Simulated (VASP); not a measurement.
Set up this calculation in VASP 6.6.1, as the native input.

| Property | Result |
| --- | --- |
| Task | single point |
| Functional | PBE |
| Potentials or basis | VASP PAW PBE potentials, release 64 (Sn_d, S) |
| Cutoff | 520 eV |
| k mesh | 8 × 8 × 8 |
| Occupations | gaussian, width 0.1 eV |
| Spin | no spin polarisation |
| Dipole correction | no |
| Further INCAR settings | ALGO = Normal; EDIFF = 1e-06; NBANDS = 39 |

The structure of Sn4S lies in POSCAR:

```
Sn4S
1.0
   -3.3248601809      3.3248601809      3.3248601809
    3.3248601809     -3.3248601809      3.3248601809
    3.3248601809      3.3248601809     -3.3248601809
Sn S
4 1
Direct
    0.0000000000      0.0000000000      0.5000000000
    0.5000000000      0.0000000000      0.0000000000
    0.5000000000      0.5000000000      0.5000000000
    0.0000000000      0.5000000000      0.0000000000
    0.0000000000      0.0000000000      0.0000000000
```

The input as run:

INCAR

```
SYSTEM = Sn4S
PREC     = Accurate       ! precision mode
ENCUT    = 520            ! plane-wave cutoff, eV
EDIFF    = 1E-6           ! SCF threshold, eV
ISMEAR   = 0              ! smearing method
SIGMA    = 0.1            ! smearing width, eV
LREAL    = .False.        ! projectors in reciprocal space
LASPH    = .True.         ! aspherical terms in the spheres
NELM     = 60             ! most SCF steps
ALGO     = Normal         ! electronic algorithm
ISIF     = 2              ! what is computed and relaxed
LWAVE    = .False.        ! write WAVECAR
LCHARG   = .False.        ! write CHGCAR
GGA      = PE             ! functional
NBANDS   = 39             ! bands
```

KPOINTS

```
Automatic mesh
0
Gamma
  8 8 8
  0 0 0
```

Potentials or basis: VASP PAW PBE potentials, release 64 (Sn_d, S).

Run with:

```sh
$ cat potpaw_PBE.64/Sn_d/POTCAR potpaw_PBE.64/S/POTCAR > POTCAR
$ mpirun -np 1 vasp_std > vasp.out
```

Results of the run:

```yaml
Pressure: 0.0 GPa
Band_gap_on_the_k_mesh: zero (band 31 reaches 6.99 eV, above the bottom of band 32 at 5.57 eV)
```

Caveat: spin-orbit coupling is left out, which moves the levels of the heavy elements.

It took 2.4 min on 1 thread of AMD EPYC 9R45 (Zen 5), on a shared host, peak memory 0.34 GiB.
